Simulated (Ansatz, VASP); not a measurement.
# Li3HS in VASP and in Ansatz

```
S H Li
1.0
     3.80117    0.00000    0.00000
     0.00000    3.80117    0.00000
     0.00000    0.00000    3.80117
S H Li
1 1 3
Direct
  0.50000 0.50000 0.50000
  0.00000 0.00000 0.00000
  0.50000 0.00000 0.00000
  0.00000 0.50000 0.00000
  0.00000 0.00000 0.50000
```

Alike in both runs: functional PBE; k mesh 6 × 6 × 6; occupations gaussian, width 0.02 eV; no spin polarisation.

Ansatz relaxed the structure, and its values are those at the end. VASP's run is a single point on that final structure, the one shown.

|  | VASP | Ansatz |
| --- | --- | --- |
| version | VASP 6.6.1 | Ansatz 0.2.0 |
| potentials or method | VASP PAW PBE potentials, release 64 (S, H, Li_sv), cutoff 520 eV | scalar-relativistic, plane waves, PAW |
| valence electrons in the cell | 16 | 16 |

Ansatz gave:

| Item | Value |
| --- | --- |
| gap on the k mesh at the Fermi level (eV) | 4.13 |
| least direct gap on the mesh (eV) | 4.55 |

Task: What did VASP give for the same quantities?

Result: gap on the k mesh at the Fermi level (eV): 4.15; least direct gap on the mesh (eV): 4.56.

The functional is the same, so the differences come from potentials, cutoffs and numerics.

Noted on VASP's run: the cutoff is short for stress, so the pressure is rough.
